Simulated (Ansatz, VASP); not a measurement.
**Two plane-wave programs on Si2Ni**

File INCAR:

```
SYSTEM = Si2Ni
PREC     = Accurate       ! precision mode
ENCUT    = 520            ! plane-wave cutoff, eV
EDIFF    = 1E-6           ! SCF threshold, eV
ISMEAR   = 0              ! smearing method
SIGMA    = 0.15           ! smearing width, eV
LREAL    = .False.        ! projectors in reciprocal space
LASPH    = .True.         ! aspherical terms in the spheres
NELM     = 80             ! most SCF steps
ALGO     = Normal         ! electronic algorithm
ISIF     = 2              ! what is computed and relaxed
LWAVE    = .False.        ! write WAVECAR
LCHARG   = .True.         ! write CHGCAR
GGA      = PE             ! functional
LELF     = .True.         ! ELF
LVHAR    = .True.       
NBANDS   = 16             ! bands
```

The input KPOINTS:

```
Automatic mesh
0
Gamma
  16 16 16
  0 0 0
```

The input POSCAR:

```
Si2Ni
1.0
    0.0000000000      2.7607245629      2.6502955804
    2.7607245629      0.0000000000      2.6502955804
    2.7607245629      2.7607245629      0.0000000000
Si Ni
2 1
Direct
    0.2500000000      0.2500000000      0.2500000000
    0.7500000000      0.7500000000      0.7500000000
    0.0000000000      0.0000000000      0.0000000000
```

Input for Ansatz:

```yaml
crystal:
  lattice:
    - [0.0, 2.7607245629, 2.6502955804]
    - [2.7607245629, 0.0, 2.6502955804]
    - [2.7607245629, 2.7607245629, 0.0]
  atoms:
    - { symbol: Si, position: [0.25, 0.25, 0.25] }
    - { symbol: Si, position: [0.75, 0.75, 0.75] }
    - { symbol: Ni, position: [0.0, 0.0, 0.0] }
basis:
  ecutwfc: 420
kpoints:
  mp_grid: { grid: [16, 16, 16] }
hamiltonian:
  xc: pbe
scf:
  occupations: { method: gaussian, width: 0.15 }
output:
  forces: true
  stress: true
  eigenvalues: true
```

Alike in both runs: task single point; functional PBE; k mesh 16 × 16 × 16; occupations gaussian, width 0.15 eV; no spin polarisation.

|  | VASP | Ansatz |
| --- | --- | --- |
| version | VASP 6.6.1 | Ansatz 0.2.0 |
| potentials or method | VASP PAW PBE potentials, release 64 (Si, Ni), cutoff 520 eV | scalar-relativistic, plane waves, PAW |
| valence electrons in the cell | 18 | 26 |

VASP gave:

```
gap on the k mesh at the Fermi level (eV)                     : none
pressure (GPa)                                                : -0.2
traceless stress, the component that is largest in VASP (GPa) : 1.40
```

Question: Estimate Ansatz's values.

Answer: gap on the k mesh at the Fermi level (eV): none; pressure (GPa): -0.1; traceless stress, the component that is largest in VASP (GPa): 1.43.

A gap of «none» marks a metal or a gap that the smearing closes. The functional is the same, so the differences come from potentials, cutoffs and numerics. VASP's potentials hold 18 valence electrons a cell and Ansatz's 26, so a difference there can come from the potentials and not from the codes.
